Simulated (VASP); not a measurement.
Input of a VASP 6.6.1 run:

The input INCAR:

```
PREC = Accurate
ENCUT = 500
EDIFF = 1E-7
ISMEAR = -1
SIGMA = 0.05
LREAL = F
LASPH = T
NELM = 120
ALGO = Normal
ISIF = 3
LWAVE = F
LCHARG = F
GGA = RP
IVDW = 13
IBRION = 2
NSW = 80
EDIFFG = -0.02
GGA_COMPAT = F
NELMIN = 4
```

File KPOINTS:

```
Automatic mesh
0
Gamma
  11 11 11
```

File POSCAR:

```
Ta
1.0
   -1.6512800000      1.6512800000      1.6512800000
    1.6512800000     -1.6512800000      1.6512800000
    1.6512800000      1.6512800000     -1.6512800000
Ta
1
Direct
    0.0000000000      0.0000000000      0.0000000000
```

Potentials or basis: VASP PAW PBE potentials, release 64 (Ta_pv).

Launch:

```console
$ cat potpaw_PBE.64/Ta_pv/POTCAR > POTCAR
$ mpirun -np 1 vasp_std > vasp.out
```

Predict the dispersion energy per atom.

-0.515 eV.

What does it give for the relaxed cell?

a = 2.867 Å, b = 2.867 Å, c = 2.867 Å, α = 109.47°, β = 109.47°, γ = 109.47°.

Estimate the space group after relaxing (to 0.05 Å).

Im-3m (No. 229).

Estimate the relaxed volume.

18.15 Å³/atom.

Final structure:
```cif
data_structure
_symmetry_space_group_name_H-M 'P 1'
_symmetry_Int_Tables_number 1
_cell_length_a 2.8674
_cell_length_b 2.8674
_cell_length_c 2.8674
_cell_angle_alpha 109.471
_cell_angle_beta 109.471
_cell_angle_gamma 109.471
_cell_volume 18.15
loop_
_atom_site_label
_atom_site_type_symbol
_atom_site_fract_x
_atom_site_fract_y
_atom_site_fract_z
_atom_site_occupancy
Ta1 Ta 0.00000 0.00000 0.00000 1
```

Caveat: the PAW data sets were made with another functional, which shifts forces and pressure a little; pairwise dispersion overbinds metals, which lowers pressure and volume. Zero-point motion and thermal expansion aren't in these numbers.
